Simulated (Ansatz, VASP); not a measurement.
# One calculation of Yb, two programs

```
Yb
1.0
     3.24971    0.00000    0.00000
     0.00000    3.24971    0.00000
     0.00000    0.00000    3.24971
Yb
1
Direct
  0.00000 0.00000 0.00000
```

Alike in both runs: functional PBEsol; k mesh 9 × 9 × 9; occupations fermi-dirac, width 0.1 eV; no spin polarisation.

Ansatz relaxed the structure, and its values are those at the end. VASP's run is a single point on that final structure, the one shown.

|  | VASP | Ansatz |
| --- | --- | --- |
| version | VASP 6.6.1 | Ansatz 0.2.0 |
| potentials or method | VASP PAW PBE potentials, release 64 (Yb), cutoff 520 eV | plane waves (420 eV) with PAW, scalar-relativistic |
| valence electrons in the cell | 24 | 24 |

|  | VASP | Ansatz | Ansatz less VASP |
| --- | --- | --- | --- |
| pressure (GPa) | -0.4 | 0.0 | +0.40 |

VASP's potentials were made for PBE, not for PBEsol, and Ansatz warns of the same on its side.

Neither program's run includes spin-orbit coupling.
